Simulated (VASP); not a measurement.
Here is a VASP 6.6.1 calculation.

POSCAR

```
Sb
1.0
    0.0000000000      2.3581082773      2.3581082773
    2.3581082773      0.0000000000      2.3581082773
    2.3581082773      2.3581082773      0.0000000000
Sb
1
Direct
    0.0000000000      0.0000000000      0.0000000000
```

The input INCAR.step1:

```
SYSTEM = Sb
ALGO = Normal
EDIFF = 1E-4
ENCUT = 520
GGA = PE
ISMEAR = 0
LASPH = .TRUE.
LCHARG = .FALSE.
LREAL = .FALSE.
LWAVE = .TRUE.
NBANDS = 8
NELM = 60
PREC = Accurate
SIGMA = 0.05
```

The input INCAR.step2:

```
SYSTEM = Sb
ALGO = Normal
EDIFF = 1E-6
ENCUT = 520
ISIF = 2
ISMEAR = 0
ISTART = 1
LASPH = .TRUE.
LCHARG = .FALSE.
LMIXTAU = .TRUE.
LREAL = .FALSE.
LWAVE = .FALSE.
METAGGA = R2SCAN
NBANDS = 8
NELM = 60
PREC = Accurate
SIGMA = 0.05
```

File KPOINTS:

```
k-points
0
G
  7 7 7
  0 0 0
```

Potentials or basis: VASP PAW PBE potentials, release 64 (Sb).

The run is started by

```bash
$ cat potpaw_PBE.64/Sb/POTCAR > POTCAR
$ cp INCAR.step1 INCAR
$ mpirun -np 1 vasp_std > vasp.out
$ cp INCAR.step2 INCAR
$ mpirun -np 1 vasp_std > vasp.out
```

Estimate the pressure.

0.7 GPa.

Caveat: the PAW data sets were made with another functional, which shifts forces and pressure a little.
